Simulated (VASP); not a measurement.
A run of VASP 6.6.1 is set up as follows.

Contents of INCAR:

```
PREC = Accurate
ENCUT = 520
EDIFF = 1E-6
ISMEAR = -1
SIGMA = 0.1
LREAL = F
LASPH = T
NELM = 60
ALGO = Normal
ISIF = 2
LWAVE = F
LCHARG = T
GGA = PE
LELF = T
LVHAR = T
NBANDS = 10
```

The input KPOINTS:

```
Automatic mesh
0
Gamma
  8 8 11
```

File POSCAR:

```
Mg
1.0
    5.2384428808      0.0000000000      0.0000000000
   -2.6192214404      4.5366246111      0.0000000000
    0.0000000000      0.0000000000      3.1763177462
Mg
3
Direct
    0.0000000000      0.0000000000      0.0000000000
    0.3333333333      0.6666666667      0.5000000000
    0.6666666667      0.3333333333      0.5000000000
```

Potentials or basis: VASP PAW PBE potentials, release 64 (Mg).

The run is started by

```sh
$ cat potpaw_PBE.64/Mg/POTCAR > POTCAR
$ mpirun -np 1 vasp_std > vasp.out
```

Question: Predict the band gap on the k mesh.

Answer: Zero (band 3 reaches 5.20 eV, above the bottom of band 4 at 1.21 eV).

Question: Predict the pressure.

Answer: -2.4 GPa.

Stress tensor (GPa, compression positive):
```
-2.52  0.00  0.00
 0.00 -2.52  0.00
 0.00  0.00 -2.09
```
